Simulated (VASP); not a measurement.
Write the native input for VASP 6.6.1 that does the following.

```
Task                   : relaxation of cell and atoms
Functional             : RPBE
Potentials or basis    : VASP PAW PBE potentials, release 64 (Pb_d, F)
Cutoff                 : 600 eV
k mesh                 : 8 × 8 × 8
Occupations            : fermi-dirac, width 0.05 eV
Spin                   : no spin polarisation
Dipole correction      : no
Further INCAR settings : ALGO = Normal; EDIFF = 1e-07; IBRION = 2; EDIFFG = -0.01; NSW = 60; ISIF = 3
```

The structure of PbF2 lies in POSCAR:

```
PbF2
1.0
    0.0000000000      2.9636600000      2.9636600000
    2.9636600000      0.0000000000      2.9636600000
    2.9636600000      2.9636600000      0.0000000000
Pb F
1 2
Direct
    0.0000000000      0.0000000000      0.0000000000
    0.7500000000      0.7500000000      0.7500000000
    0.2500000000      0.2500000000      0.2500000000
```

One way to write it, as run:

INCAR

```
SYSTEM = PbF2
  PREC = Accurate
  ENCUT = 600
  EDIFF = 1E-7
  ISMEAR = -1
  SIGMA = 0.05
  LREAL = .FALSE.
  LASPH = .TRUE.
  NELM = 120
  ALGO = Normal
  ISIF = 3
  LWAVE = .FALSE.
  LCHARG = .FALSE.
  GGA = RP
  IBRION = 2
  NSW = 60
  EDIFFG = -0.01
  GGA_COMPAT = .FALSE.
  NELMIN = 4
```

KPOINTS

```
regular mesh
0
G
  8 8 8
  0 0 0
```

Potentials or basis: VASP PAW PBE potentials, release 64 (Pb_d, F).

Command:

```console
$ cat potpaw_PBE.64/Pb_d/POTCAR potpaw_PBE.64/F/POTCAR > POTCAR
$ mpirun -np 1 vasp_std > vasp.out
```

Results of the run:

* Relaxed volume: 18.83 Å³/atom
* Relaxed cell: a = 4.307 Å, b = 4.307 Å, c = 4.307 Å, α = 60.00°, β = 60.00°, γ = 60.00°
* Space group after relaxing (to 0.1 Å): Fm-3m (No. 225)
* Energy gained by relaxing: 24.2 meV/atom
* Ionic steps: 3
* Pressure after relaxing: 0.0 GPa
* Band gap on the k mesh: 4.53 eV (least direct gap 4.67 eV)

Caveat: the PAW data sets were made with another functional, which shifts forces and pressure a little; spin-orbit coupling is left out, which moves the levels of the heavy elements.

Wall time 60 s on 1 thread of Intel(R) Xeon(R) Platinum 8375C CPU @ 2.90GHz (Ice Lake), with other jobs on the host, peak memory 0.22 GiB.
